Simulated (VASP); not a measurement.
# CO2 (Pa-3) in VASP: further runs

Aim: see how the results for CO2 move with the level of theory and the settings. Levels: PBEsol, r2SCAN+rVV10. Tasks: single point.

All numbers are computed with VASP 6.6.1; they aren't measurements. Logs are shortened: lines on timing, memory, paths and dates and some standing lists are left out, and cuts for length are marked.

### Step 1. The cell of the first run

It takes space group Pa-3 (No. 205, cubic). Conventional cell: a = 5.789 Å, b = 5.789 Å, c = 5.789 Å, α = 90.00°, β = 90.00°, γ = 90.00°. Within 1.6 Å of C (site symmetry -3) lie 2 O at 1.17 Å. Within 1.6 Å of O (site symmetry 3) lie 1 C at 1.17 Å.

### Step 2. Single point, PBEsol

Contents of INCAR:

```
ALGO = Normal ; EDIFF = 1E-7
ENCUT = 520 ; GGA = PS
ISIF = 2 ; ISMEAR = -1
LASPH = T ; LCHARG = T
LELF = T ; LREAL = F
LVHAR = T ; LWAVE = F
NBANDS = 44 ; NELM = 100
PREC = Accurate ; SIGMA = 0.03
```

Contents of KPOINTS:

```
k-points
0
Gamma
  4 4 4
```

Contents of POSCAR:

```
CO2
1.0
    5.7892394318      0.0000000000      0.0000000000
    0.0000000000      5.7892394318      0.0000000000
    0.0000000000      0.0000000000      5.7892394318
C O
4 8
Direct
    0.0000000000      0.0000000000      0.0000000000
    0.5000000000      0.0000000000      0.5000000000
    0.5000000000      0.5000000000      0.0000000000
    0.0000000000      0.5000000000      0.5000000000
    0.1163737336      0.1163737336      0.1163737336
    0.3836262664      0.8836262664      0.6163737336
    0.6163737336      0.3836262664      0.8836262664
    0.8836262664      0.6163737336      0.3836262664
    0.8836262664      0.8836262664      0.8836262664
    0.6163737336      0.1163737336      0.3836262664
    0.3836262664      0.6163737336      0.1163737336
    0.1163737336      0.3836262664      0.6163737336
```

Potentials or basis: VASP PAW PBE potentials, release 64 (C, O).

The run is started by

```console
cat potpaw_PBE.64/C/POTCAR potpaw_PBE.64/O/POTCAR > POTCAR
mpirun -np 1 vasp_std > vasp.out
```

OUTCAR:

```text
EDIFF = 1E-7
   ENCUT = 520
   GGA = PS
   ISIF = 2
   ISMEAR = -1
   LASPH = T
   LREAL = F
   NELM = 100
   PREC = Accurate

 ion  position               nearest neighbor table
   1  0.000  0.000  0.000-   5 1.17   9 1.17
   2  0.500  0.000  0.500-   6 1.17  10 1.17
   3  0.500  0.500  0.000-   7 1.17  11 1.17
   4  0.000  0.500  0.500-   8 1.17  12 1.17
   5  0.116  0.116  0.116-   1 1.17
   6  0.384  0.884  0.616-   2 1.17
   7  0.616  0.384  0.884-   3 1.17
   8  0.884  0.616  0.384-   4 1.17
   9  0.884  0.884  0.884-   1 1.17
  10  0.616  0.116  0.384-   2 1.17
  11  0.384  0.616  0.116-   3 1.17
  12  0.116  0.384  0.616-   4 1.17

  LATTYP: Found a simple cubic cell.
 ALAT       =     5.7892394318

  Lattice vectors:

 A1 = (   5.7892394318,   0.0000000000,   0.0000000000)
 A2 = (   0.0000000000,   5.7892394318,   0.0000000000)
 A3 = (   0.0000000000,   0.0000000000,   5.7892394318)

Analysis of symmetry for initial positions (statically):
=====================================================================
 Subroutine PRICEL returns:
 Original cell was already a primitive cell.

 Routine SETGRP: Setting up the symmetry group for a
 simple cubic supercell.

 Subroutine GETGRP returns: Found 24 space group operations
 (whereof  6 operations were pure point group operations)
 out of a pool of 48 trial point group operations.

The static configuration has the point symmetry S_6 .
 The point group associated with its full space group is T_h .

Analysis of symmetry for dynamics (positions and initial velocities):
=====================================================================
 Subroutine PRICEL returns:
 Original cell was already a primitive cell.

 Routine SETGRP: Setting up the symmetry group for a
 simple cubic supercell.

 Subroutine GETGRP returns: Found 24 space group operations
 (whereof  6 operations were pure point group operations)
 out of a pool of 48 trial point group operations.

The dynamic configuration has the point symmetry S_6 .
 The point group associated with its full space group is T_h .
[... 107 lines left out ...]
   EDIFFG = 0.1E-05   stopping-criterion for IOM
   NSW    =      0    number of steps for IOM
   IBRION =     -1    ionic relax: 0-MD 1-quasi-New 2-CG
   NFREE  =      0    steps in history (QN), initial steepest desc. (CG)
   ISIF   =      2    stress and relaxation
   ISYM   =      2    0-nonsym 1-usesym 2-fastsym
   POTIM  = 0.5000    time-step for ionic-motion
   TEBEG  =    0.0;   TEEND  =   0.0 temperature during run
   PSTRESS=    0.0 pullay stress
   NELECT =      64.0000    total number of electrons
   NUPDOWN=      -1.0000    fix difference up-down
   EMIN   =  10.00;   EMAX   =-10.00  energy-range for DOS
   EFERMI =   0.00;   METHOD = LEGACY
   ISMEAR =    -1;   SIGMA  =   0.03  broadening in eV -4-tet -1-fermi 0-gaus
   EFERMI_NEDOS =   21; number of points for ismear=-14 and -15
   IALGO  =     38    algorithm
   IMIX   =      4    mixing-type and parameters
     AMIX     =   0.40;   BMIX     =  1.00
     AMIX_MAG =   1.60;   BMIX_MAG =  1.00
  volume/ion in A,a.u.               =      16.17       109.11
  Fermi-wavevector in a.u.,A,eV,Ry     =   1.131132  2.137530 17.408106  1.279460
  Thomas-Fermi vector in A             =   2.267830
   LORBIT       =      0    0 simple, 1 ext, 2 COOP (PROOUT), +10 PAW based schemes
   GGA     = PS    functional components
   LHFCALC =     F    Hartree Fock is set to
   AEXX    =    0.0000 exact exchange contribution
   IVDW    =     0    specifies the selected vdW correction
   LEPSILON=     F    determine dielectric tensor
   LRPA    =     F    only Hartree local field effects (RPA)
 non-spin polarized calculation
  energy-cutoff  :      520.00
  volume of cell :      194.03
 maximum number of plane-waves:      5248
 NGX is ok and might be reduce to    48
   NGX = 21   NGY = 21   NGZ = 21

 number of electron      63.9999995 magnetization

 Free energy of the ion-electron system (eV)
  ---------------------------------------------------
  ext. energy  EPLUGINS =         0.00000000
  ---------------------------------------------------
  free energy    TOTEN  =       -95.33225547 eV

  energy without entropy =      -95.33225547  energy(sigma->0) =      -95.33225547

 E-fermi :  -3.4685     XC(G=0):  -7.5096

 val. band max:       -4.1934184957   @ k =   0.0000   0.0000   0.0000
 cond. band min:       2.4975840568   @ k =   0.0000   0.0000   0.0000
 fundamental gap:      6.6910025525
 Fermi energy:        -3.4685484758

 k-point     1 :       0.0000    0.0000    0.0000
  band No.  band energies     occupation
      1     -24.6282      2.00000
      2     -24.4813      2.00000
      3     -24.4813      2.00000
      4     -24.4813      2.00000
      5     -23.5388      2.00000
      6     -23.5388      2.00000
[... 506 lines left out ...]
     43       5.2547      0.00000
     44       5.2547      0.00000

------------------------ aborting loop because EDIFF is reached ----------------------------------------

  FORCE on cell =-STRESS in cart. coord.  units (eV):
  Direction    XX          YY          ZZ          XY          YZ          ZX
  --------------------------------------------------------------------------------------
  -------------------------------------------------------------------------------------
  Total        1.8921835      1.8921835      1.8921835     -0.0000000      0.0000000      0.0000000
  in kB       15.6246142     15.6246142     15.6246142     -0.0000000      0.0000000      0.0000000
  external PRESSURE =      15.6246142 kB  Pullay stress =       0.0000000 kB

 VOLUME and BASIS-vectors are now :
 -----------------------------------------------------------------------------
  energy-cutoff  :      520.00
  volume of cell :      194.03
      direct lattice vectors                 reciprocal lattice vectors
     5.789239432  0.000000000  0.000000000     0.172734262  0.000000000  0.000000000
     0.000000000  5.789239432  0.000000000     0.000000000  0.172734262  0.000000000
     0.000000000  0.000000000  5.789239432     0.000000000  0.000000000  0.172734262

 POSITION                                       TOTAL-FORCE (eV/Angst)
 -----------------------------------------------------------------------------------
      0.00000      0.00000      0.00000        -0.000000     -0.000000      0.000000
      2.89462      0.00000      2.89462        -0.000000     -0.000000      0.000000
      2.89462      2.89462      0.00000        -0.000000     -0.000000      0.000000
      0.00000      2.89462      2.89462        -0.000000     -0.000000      0.000000
      0.67372      0.67372      0.67372         0.408423      0.408423      0.408423
      2.22090      5.11552      3.56834        -0.408423     -0.408423      0.408423
      3.56834      2.22090      5.11552         0.408423     -0.408423     -0.408423
      5.11552      3.56834      2.22090        -0.408423      0.408423     -0.408423
      5.11552      5.11552      5.11552        -0.408423     -0.408423     -0.408423
      3.56834      0.67372      2.22090         0.408423      0.408423     -0.408423
      2.22090      3.56834      0.67372        -0.408423      0.408423      0.408423
      0.67372      2.22090      3.56834         0.408423     -0.408423      0.408423
 -----------------------------------------------------------------------------------
    total drift:                                0.000000      0.000000     -0.000000

  FREE ENERGIE OF THE ION-ELECTRON SYSTEM (eV)
  ---------------------------------------------------
  free  energy   TOTEN  =       -95.3322554698 eV

  energy  without entropy=      -95.3322554698  energy(sigma->0) =      -95.33225547
```

stdout:

```text
POSCAR found type information on POSCAR C O
 POSCAR found :  2 types and      12 ions
 scaLAPACK will be used
 -----------------------------------------------------------------------------
|                                                                             |
|                                                                             |
|     You enforced a specific xc type in the INCAR file but a different       |
|     I HOPE YOU KNOW WHAT YOU ARE DOING!                                     |
|                                                                             |
 -----------------------------------------------------------------------------

 LDA part: xc-table for (Slater+PW92), standard interpolation
 POSCAR, INCAR and KPOINTS ok, starting setup
 FFT: planning ... GRIDC
 FFT: planning ... GRID_SOFT
 FFT: planning ... GRID
 WAVECAR not read
 entering main loop
```

Run time: 71 s. Hardware: 1 thread of Intel Xeon 6975P-C (Granite Rapids), shared host; peak memory 0.32 GiB.

Results:

```yaml
Free_energy: -95.3323 eV
Pressure: 1.6 GPa
Largest_force: 0.707 eV/Å
Band_gap_on_the_k_mesh: 6.69 eV
```

Forces in eV/Å, atoms in the order of the input:
```
C    0.000  0.000  0.000
C    0.000  0.000  0.000
C    0.000  0.000  0.000
C    0.000  0.000  0.000
O    0.408  0.408  0.408
O   -0.408 -0.408  0.408
O    0.408 -0.408 -0.408
O   -0.408  0.408 -0.408
O   -0.408 -0.408 -0.408
O    0.408  0.408 -0.408
O   -0.408  0.408  0.408
O    0.408 -0.408  0.408
```

Levels at points of the mesh, in eV from the valence-band top:
```csv
k point,band 30,band 31,band 32,band 33,band 34,band 35
"(0.00, 0.00, 0.00)",-0.15,0.00,0.00,6.69,8.13,8.13
"(0.50, 0.00, 0.00)",-0.24,-0.06,-0.06,8.06,8.06,8.08
"(0.50, 0.50, 0.00)",-0.22,-0.22,-0.22,8.04,8.04,8.04
"(0.50, 0.50, 0.50)",-0.25,-0.25,-0.25,8.07,8.07,8.07
```

Caveat: this functional lacks dispersion, which holds the molecules together, so the pressure and a relaxed volume are unreliable; the PAW data sets were made with another functional, which shifts forces and pressure a little. A k mesh can miss the band edges.

### Step 3. Single point, r2SCAN+rVV10

This run uses another cell than the first one, of 13.43 Å³/atom.

Contents of POSCAR:

```
CO2
1.0
    5.4420836279      0.0000000000      0.0000000000
    0.0000000000      5.4420836279      0.0000000000
    0.0000000000      0.0000000000      5.4420836279
C O
4 8
Direct
    0.0000000000      0.0000000000      0.0000000000
    0.5000000000      0.0000000000      0.5000000000
    0.5000000000      0.5000000000      0.0000000000
    0.0000000000      0.5000000000      0.5000000000
    0.1230904462      0.1230904462      0.1230904462
    0.3769095538      0.8769095538      0.6230904462
    0.6230904462      0.3769095538      0.8769095538
    0.8769095538      0.6230904462      0.3769095538
    0.8769095538      0.8769095538      0.8769095538
    0.6230904462      0.1230904462      0.3769095538
    0.3769095538      0.6230904462      0.1230904462
    0.1230904462      0.3769095538      0.6230904462
```

Contents of INCAR.step1:

```
PREC = Accurate
ENCUT = 520
ISMEAR = -1
SIGMA = 0.03
LREAL = False
LASPH = True
NELM = 100
NBANDS = 44
GGA = PE
ALGO = Normal
EDIFF = 1E-4
LWAVE = True
LCHARG = False
```

Contents of INCAR.step2:

```
PREC = Accurate
ENCUT = 520
EDIFF = 1E-6
ISMEAR = -1
SIGMA = 0.03
LREAL = False
LASPH = True
NELM = 100
ALGO = Normal
ISIF = 2
LWAVE = False
LCHARG = False
METAGGA = R2SCAN
LMIXTAU = True
LUSE_VDW = True
IVDW_NL = 2
BPARAM = 11.95
CPARAM = 0.0093
NBANDS = 44
ISTART = 1
```

Contents of KPOINTS:

```
regular mesh
0
Gamma
  4 4 4
```

Potentials or basis: VASP PAW PBE potentials, release 64 (C, O).

The run is started by

```console
cat potpaw_PBE.64/C/POTCAR potpaw_PBE.64/O/POTCAR > POTCAR
cp INCAR.step1 INCAR
mpirun -np 1 vasp_std > vasp.out
cp INCAR.step2 INCAR
mpirun -np 1 vasp_std > vasp.out
```

It took 3.2 min on 1 thread of Intel Xeon 6975P-C (Granite Rapids), shared host; peak memory 0.51 GiB.

It converged, with:

```yaml
Free_energy: -100.9051 eV
Pressure: 2.0 GPa
Largest_force: 0.789 eV/Å
Band_gap_on_the_k_mesh: 7.48 eV
```

Forces on the atoms (eV/Å):
```
C    0.000  0.000  0.000
C    0.000  0.000  0.000
C    0.000  0.000  0.000
C    0.000  0.000  0.000
O    0.455  0.455  0.455
O   -0.455 -0.455  0.455
O    0.455 -0.455 -0.455
O   -0.455  0.455 -0.455
O   -0.455 -0.455 -0.455
O    0.455  0.455 -0.455
O   -0.455  0.455  0.455
O    0.455 -0.455  0.455
```

Levels at points of the mesh, in eV from the valence-band top:
```tsv
k point	band 29	band 30	band 31	band 32	band 33	band 34	band 35	band 36
(0.00, 0.00, 0.00)	-0.25	-0.25	0.00	0.00	7.48	8.71	8.71	8.71
(0.50, 0.00, 0.00)	-0.37	-0.37	-0.09	-0.09	8.64	8.64	8.92	8.92
(0.50, 0.50, 0.00)	-0.34	-0.34	-0.34	-0.34	8.64	8.64	8.64	8.64
(0.50, 0.50, 0.50)	-0.39	-0.39	-0.39	-0.39	8.63	8.63	8.63	8.63
```

Caveat: the PAW data sets were made with another functional, which shifts forces and pressure a little. A k mesh can miss the band edges.
